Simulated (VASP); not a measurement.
Mg3Sn2N2:

```
Mg Sn N
1.0
     4.34360    0.00000    0.00000
    -2.17180    3.76166    0.00000
     0.00000    0.00000    7.58816
Mg Sn N
3 2 2
Direct
  0.00000 0.00000 0.35009
  0.00000 0.00000 0.64991
  0.00000 0.00000 0.00000
  0.33333 0.66667 0.00000
  0.66667 0.33333 0.00000
  0.33333 0.66667 0.50000
  0.66667 0.33333 0.50000
```

The cell was built from a structure type or drawn by symmetry, and may not be a known phase.

| Item | Value |
| --- | --- |
| Program | VASP 6.6.1 |
| Task | relaxation of cell and atoms |
| Functional | PBE |
| Potentials or basis | VASP PAW PBE potentials, release 64 (Mg, Sn_d, N) |
| Cutoff | 600 eV |
| k mesh | 4 × 4 × 2 |
| Occupations | gaussian, width 0.2 eV |
| Spin | no spin polarisation |

At the start: pressure 21.9 GPa; volume 17.71 Å³/atom.

**Question.** How do energy, volume and symmetry change on relaxing?

**Answer.** Over 10 steps the energy falls by 314.7 meV/atom and the volume is 24.11 Å³/atom (+36.1 %); space group P6/mmm (No. 191, to 0.1 Å) before and after.

The path:
| step | energy change (eV) | largest force (eV/Å) | pressure (GPa) | volume (Å³) |
| --- | --- | --- | --- | --- |
| 1 | 0.0000 | 1.0480 | 21.87 | 123.98 |
| 2 | -1.9313 | 0.0207 | -1.73 | 172.41 |
| 3 | -2.0240 | 0.1933 | 0.96 | 159.09 |
| 4 | -2.0258 | 0.1698 | 0.61 | 160.57 |
| 5 | -2.1316 | 0.1510 | 0.14 | 163.75 |
| 6 | -2.1694 | 0.5310 | -0.21 | 168.39 |
| 7 | -2.1739 | 0.4496 | -0.18 | 167.28 |
| 8 | -2.1929 | 0.2796 | 0.10 | 167.04 |
| 9 | -2.1996 | 0.1102 | 0.41 | 166.79 |
| 10 | -2.2031 | 0.0281 | -0.06 | 168.78 |

Final structure:
```cif
data_structure
_symmetry_space_group_name_H-M 'P 1'
_symmetry_Int_Tables_number 1
_cell_length_a 4.7537
_cell_length_b 4.7537
_cell_length_c 8.6246
_cell_angle_alpha 90.000
_cell_angle_beta 90.000
_cell_angle_gamma 120.000
_cell_volume 168.78
loop_
_atom_site_label
_atom_site_type_symbol
_atom_site_fract_x
_atom_site_fract_y
_atom_site_fract_z
_atom_site_occupancy
Mg1 Mg 0.00000 0.00000 0.34971 1
Mg2 Mg 0.00000 0.00000 0.65029 1
Mg3 Mg 0.00000 0.00000 0.00000 1
Sn1 Sn 0.33333 0.66667 0.00000 1
Sn2 Sn 0.66667 0.33333 0.00000 1
N1 N 0.33333 0.66667 0.50000 1
N2 N 0.66667 0.33333 0.50000 1
```

Caveat: the k points lie up to 0.38 Å⁻¹ apart in the final cell, too coarse for converged energies and pressures of a metal; the volume moved by over 15 % at a fixed basis, so the end points are rough.
